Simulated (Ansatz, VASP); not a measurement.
# BN: VASP beside Ansatz

```
B N
1.0
     2.37048    0.00000    0.00000
    -1.18524    2.05289    0.00000
     0.00000    0.00000    6.81417
B N
2 2
Cartesian
  0.0000 1.3686 1.7035
  1.1852 0.6843 5.1106
  0.0000 1.3686 5.1106
  1.1852 0.6843 1.7035
```

Alike in both runs: task single point; functional LDA; k mesh 12 × 12 × 4; occupations gaussian, width 0.05 eV; no spin polarisation.

```csv
,VASP,Ansatz
version,VASP 6.6.1,Ansatz 0.2.0
potentials or method,"VASP PAW LDA potentials, release 64 (B, N), cutoff 520 eV","scalar-relativistic, plane waves, PAW"
valence electrons in the cell,16,16
```

```csv
,VASP,Ansatz,Ansatz less VASP
gap on the k mesh at the Fermi level (eV),4.36,4.37,+0.015
least direct gap on the mesh (eV),4.90,4.91,+0.006
```

Ansatz warns that its potentials were made for another functional, while VASP's fit it. LDA's correlation is that of Perdew and Zunger in VASP and of Perdew and Wang (1992) in Ansatz.
